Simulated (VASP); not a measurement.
A run of VASP 6.6.1 is set up as follows.

File POSCAR:

```
LiSiI5
1.0
    5.3955257022      0.0000000000      0.0000000000
    0.0000000000      5.3955257022      0.0000000000
    0.0000000000      0.0000000000      7.7687960013
Li Si I
1 1 5
Direct
    0.0000000000      0.0000000000      0.5000000000
    0.5000000000      0.5000000000      0.0000000000
    0.0000000000      0.0000000000      0.0000000000
    0.5000000000      0.0000000000      0.7285821438
    0.0000000000      0.5000000000      0.7285821438
    0.5000000000      0.0000000000      0.2714178562
    0.0000000000      0.5000000000      0.2714178562
```

INCAR.step1

```
SYSTEM = LiSiI5
PREC = Accurate
ENCUT = 520
ISMEAR = -1
SIGMA = 0.03
LREAL = .False.
LASPH = .True.
NELM = 100
NBANDS = 30
GGA = PE
ALGO = Normal
EDIFF = 1E-4
LWAVE = .True.
LCHARG = .False.
```

The input INCAR.step2:

```
SYSTEM = LiSiI5
PREC = Accurate
ENCUT = 520
EDIFF = 1E-7
ISMEAR = -1
SIGMA = 0.03
LREAL = .False.
LASPH = .True.
NELM = 100
ALGO = Normal
ISIF = 2
LWAVE = .False.
LCHARG = .False.
METAGGA = R2SCAN
LMIXTAU = .True.
LUSE_VDW = .True.
IVDW_NL = 2
BPARAM = 11.95
CPARAM = 0.0093
NBANDS = 30
ISTART = 1
```

Contents of KPOINTS:

```
Automatic mesh
0
Gamma
  4 4 4
  0 0 0
```

Potentials or basis: VASP PAW PBE potentials, release 64 (Li_sv, Si, I).

Launch:

```console
$ cat potpaw_PBE.64/Li_sv/POTCAR potpaw_PBE.64/Si/POTCAR potpaw_PBE.64/I/POTCAR > POTCAR
$ cp INCAR.step1 INCAR
$ mpirun -np 1 vasp_std > vasp.out
$ cp INCAR.step2 INCAR
$ mpirun -np 1 vasp_std > vasp.out
```

Problem. Predict the largest force.

Solution. 0.009 eV/Å.

Problem. What does it give for the band gap on the k mesh?

Solution. Zero (band 21 reaches 4.03 eV, above the bottom of band 22 at 3.32 eV).

Forces in eV/Å, atoms in the order of the input:
```
Li   0.000  0.000  0.000
Si   0.000  0.000  0.000
I    0.000  0.000  0.000
I    0.000  0.000 -0.009
I    0.000  0.000 -0.009
I    0.000  0.000  0.009
I    0.000  0.000  0.009
```

Caveat: the PAW data sets were made with another functional, which shifts forces and pressure a little; spin-orbit coupling is left out, which moves the levels of the heavy elements.
